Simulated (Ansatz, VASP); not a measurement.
# One calculation of NaLu, two programs

```
CELL_PARAMETERS angstrom
0.00000 3.16933 3.16933
3.16933 0.00000 3.16933
3.16933 3.16933 0.00000
ATOMIC_POSITIONS crystal
Na 0.50000 0.50000 0.50000
Lu 0.00000 0.00000 0.00000
```

Change from the starting cell: species swapped into the LaTe type (Fm-3m, No. 225).

Alike in both runs: functional PBE; k mesh 6 × 6 × 6; occupations gaussian, width 0.1 eV; no spin polarisation.

Ansatz relaxed the structure, and its values are those at the end. VASP's run is a single point on that final structure, the one shown.

|  | VASP | Ansatz |
| --- | --- | --- |
| version | VASP 6.6.1 | Ansatz 0.2.0 |
| potentials or method | VASP PAW PBE potentials, release 64 (Na_pv, Lu), cutoff 520 eV | scalar-relativistic, plane waves, PAW |
| valence electrons in the cell | 32 | 34 |

|  | VASP | Ansatz | Ansatz less VASP |
| --- | --- | --- | --- |
| gap on the k mesh at the Fermi level (eV) | none | none | - |
| pressure (GPa) | 0.1 | 0.1 | +0.01 |

A gap of «none» marks a metal or a gap that the smearing closes. VASP's potentials hold 32 valence electrons a cell and Ansatz's 34, so a difference there can come from the potentials and not from the codes.

Neither program's run includes spin-orbit coupling.
